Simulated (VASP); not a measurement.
Cu:

```
CELL_PARAMETERS angstrom
0.00000 1.81000 1.81000
1.81000 0.00000 1.81000
1.81000 1.81000 0.00000
ATOMIC_POSITIONS crystal
Cu 0.00000 0.00000 0.00000
```

```yaml
Program: VASP 6.6.1
Task: relaxation of cell and atoms
Functional: r2SCAN
Potentials_or_basis: VASP PAW PBE potentials, release 64 (Cu)
Cutoff: 660 eV
k_mesh: 11 × 11 × 11
Occupations: fermi-dirac, width 0.1 eV
Spin: no spin polarisation
```

At the start: pressure -5.2 GPa; volume 11.86 Å³/atom.

Task: Where does the relaxation end?

Result: Over 3 steps the energy falls by 6.5 meV/atom and the volume is 11.47 Å³/atom (-3.3 %); space group Fm-3m (No. 225, to 0.1 Å) before and after.

Step by step:
| step | energy change (eV) | largest force (eV/Å) | pressure (GPa) | volume (Å³) |
| --- | --- | --- | --- | --- |
| 1 | 0.0000 | 0.0000 | -5.19 | 11.86 |
| 2 | -0.0036 | 0.0000 | 3.66 | 11.21 |
| 3 | -0.0065 | 0.0000 | -0.06 | 11.47 |

Final structure:
```
Cu
1.0
     0.00000    1.78987    1.78987
     1.78987    0.00000    1.78987
     1.78987    1.78987    0.00000
Cu
1
Direct
  0.00000 0.00000 0.00000
```

Caveat: the PAW data sets were made with another functional, which shifts forces and pressure a little.
